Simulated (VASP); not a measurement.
A run of VASP 6.6.1:

Contents of INCAR:

```
SYSTEM = Mg2O
PREC = Accurate
ENCUT = 520
EDIFF = 1E-6
ISMEAR = 0
SIGMA = 0.1
LREAL = .FALSE.
LASPH = .TRUE.
NELM = 150
ALGO = Normal
ISIF = 2
LWAVE = .FALSE.
LCHARG = .FALSE.
ISPIN = 2
MAGMOM = 0 0 1
LORBIT = 11
GGA = PE
NBANDS = 16
```

KPOINTS

```
Automatic mesh
0
G
  6 6 6
  0 0 0
```

The input POSCAR:

```
Mg2O
1.0
    4.0848572951      0.0000000000      0.0000000000
   -2.0424286476      3.5375901885      0.0000000000
    0.0000000000      0.0000000000      2.8731423849
Mg O
2 1
Direct
    0.3333333333      0.6666666667      0.5000000000
    0.6666666667      0.3333333333      0.5000000000
    0.0000000000      0.0000000000      0.0000000000
```

Potentials or basis: VASP PAW PBE potentials, release 64 (Mg, O).

The run is started by

```bash
$ cat potpaw_PBE.64/Mg/POTCAR potpaw_PBE.64/O/POTCAR > POTCAR
$ mpirun -np 1 vasp_std > vasp.out
```

Hardware: 1 thread of Intel(R) Xeon(R) Platinum 8488C (Sapphire Rapids) (shared host).

Q: How long does it take, and how much memory?

A: Run time: 33 s on 1 thread of Intel(R) Xeon(R) Platinum 8488C (Sapphire Rapids) (shared host), peak memory 0.18 GiB. Counts: scf iterations 13, k points 28.
